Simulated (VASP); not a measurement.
The system is Be5Pt.

```
CELL_PARAMETERS angstrom
0.00000 2.98130 2.98130
2.98130 0.00000 2.98130
2.98130 2.98130 0.00000
ATOMIC_POSITIONS crystal
Be 0.25000 0.25000 0.25000
Be 0.62426 0.62426 0.12721
Be 0.62426 0.12721 0.62426
Be 0.12721 0.62426 0.62426
Be 0.62426 0.62426 0.62426
Pt 0.00000 0.00000 0.00000
```

Base run:

```yaml
Program: VASP 6.6.1
Functional: r2SCAN
Potentials_or_basis: VASP PAW PBE potentials, release 64 (Be, Pt)
Cutoff: 660 eV
k_mesh: 7 × 7 × 7
Occupations: fermi-dirac, width 0.5 eV
Spin: no spin polarisation
```

Its results: pressure 1.5 GPa; largest force 0.140 eV/Å.

Question: The run is repeated on the same cell with these changes: occupations from fermi-dirac, width 0.5 eV to fermi-dirac, width 0.3 eV. What comes out?

Answer: Pressure 0.6 GPa; largest force 0.120 eV/Å.

Caveats: so wide a smearing shifts energies and pressures; the PAW data sets were made with another functional, which shifts forces and pressure a little.
